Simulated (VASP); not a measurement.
Input of a VASP 6.6.1 run:

File INCAR:

```
SYSTEM = HgTe
ALGO = Normal
EDIFF = 1E-7
EDIFFG = -0.005
ENCUT = 600
GGA = PE
IBRION = 2
ISIF = 3
ISMEAR = 0
LASPH = .TRUE.
LCHARG = .FALSE.
LREAL = .FALSE.
LWAVE = .FALSE.
NELM = 60
NSW = 100
PREC = Accurate
SIGMA = 0.1
```

The input KPOINTS:

```
k-points
0
G
  12 12 12
  0 0 0
```

The input POSCAR:

```
HgTe
1.0
    0.0000000000      3.3264077974      3.3264077974
    3.3264077974      0.0000000000      3.3264077974
    3.3264077974      3.3264077974      0.0000000000
Hg Te
1 1
Direct
    0.0000000000      0.0000000000      0.0000000000
    0.2500000000      0.2500000000      0.2500000000
```

Potentials or basis: VASP PAW PBE potentials, release 64 (Hg, Te).

The run is started by

```console
$ cat potpaw_PBE.64/Hg/POTCAR potpaw_PBE.64/Te/POTCAR > POTCAR
$ mpirun -np 1 vasp_std > vasp.out
```

(1) Predict the relaxed cell.

(2) Estimate the space group after relaxing (to 0.05 Å).

(3) Estimate the band gap on the k mesh.

Results:

(1) a = 4.706 Å, b = 4.706 Å, c = 4.706 Å, α = 60.00°, β = 60.00°, γ = 60.00°.

(2) F-43m (No. 216).

(3) zero (filled and empty bands touch).

Caveat: spin-orbit coupling is left out, which moves the levels of the heavy elements.
